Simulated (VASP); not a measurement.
AlN, 8 atoms in the cell. The cell holds a slab with vacuum, 8 atoms: a = 3.114 Å, b = 3.114 Å, c = 34.001 Å, α = 90.00°, β = 90.00°, γ = 120.00°. 

* Program: VASP 6.6.1
* Task: single point
* Functional: PBEsol
* Potentials or basis: VASP PAW PBE potentials, release 64 (N, Al)
* Cutoff: 520 eV
* k mesh: 12 × 12 × 1
* Occupations: gaussian, width 0.1 eV
* Spin: no spin polarisation
* Dipole correction: yes
* Further INCAR settings: ALGO = Normal; EDIFF = 1e-06; NBANDS = 26

Potentials or basis: VASP PAW PBE potentials, release 64 (N, Al).

Launch:

```sh
$ cat potpaw_PBE.64/N/POTCAR potpaw_PBE.64/Al/POTCAR > POTCAR
$ mpirun -np 1 vasp_std > vasp.out
```

Hardware: 1 thread of AMD EPYC 7R13 Processor (Zen 3), on a shared host.

Q: How long does it take, and how much memory?

A: It took 9.4 min on 1 thread of AMD EPYC 7R13 Processor (Zen 3), with other jobs on the host, peak memory 0.41 GiB. Counts: scf iterations 61, k points 19.
